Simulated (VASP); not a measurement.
AlN (wurtzite type): single point with PBE

Crystal: AlN (wurtzite type).

```xyz
8
Lattice="-1.5651 2.7108 0.0000 0.0000 0.0000 5.0181 4.6952 2.7108 0.0000" Properties=species:S:1:pos:R:3 pbc="T T T"
Al    0.0000    1.8072    5.0043
Al    3.1302    1.8072    5.0043
Al    1.5651    0.9036    2.4952
Al    3.1302    3.6144    2.4952
N     0.0000    1.8072    1.9007
N     3.1302    1.8072    1.9007
N     1.5651    0.9036    4.4097
N     3.1302    3.6144    4.4097
```

```json
{
 "Program": "VASP 6.6.1",
 "Task": "single point",
 "Functional": "PBE",
 "Potentials or basis": "VASP PAW PBE potentials, release 64 (Al, N)",
 "Cutoff": "520 eV",
 "k mesh": "10 × 6 × 6",
 "Occupations": "fermi-dirac, width 0.02 eV",
 "Spin": "no spin polarisation"
}
```

```json
{
  "Pressure": "-0.3 GPa",
  "Band gap on the k mesh": "4.04 eV"
}
```

Levels at points of the mesh, in eV from the valence-band top:
| k point | band 14 | band 15 | band 16 | band 17 | band 18 | band 19 |
| --- | --- | --- | --- | --- | --- | --- |
| (0.00, 0.00, 0.00) | -0.20 | -0.20 | 0.00 | 4.04 | 5.76 | 5.76 |
| (0.50, 0.00, 0.00) | -1.77 | -1.41 | -1.41 | 5.71 | 5.71 | 7.76 |
| (0.00, 0.50, 0.00) | -0.53 | -0.53 | -0.53 | 5.25 | 5.25 | 6.31 |
| (0.50, 0.50, 0.00) | -0.96 | -0.96 | -0.96 | 6.57 | 6.57 | 6.57 |
| (0.00, 0.00, 0.50) | -0.43 | -0.41 | -0.41 | 6.06 | 6.06 | 7.50 |
| (0.50, 0.00, 0.50) | -1.74 | -0.68 | -0.68 | 5.76 | 5.76 | 5.76 |
| (0.00, 0.50, 0.50) | -1.02 | -1.02 | -1.02 | 6.44 | 6.44 | 6.44 |
| (0.50, 0.50, 0.50) | -1.34 | -1.34 | -1.34 | 5.25 | 5.25 | 5.25 |

Wall time 82 s on 1 thread of Intel(R) Xeon(R) 6975P-C (Granite Rapids), with other jobs on the host, peak memory 0.28 GiB.

A k mesh can miss the band edges.
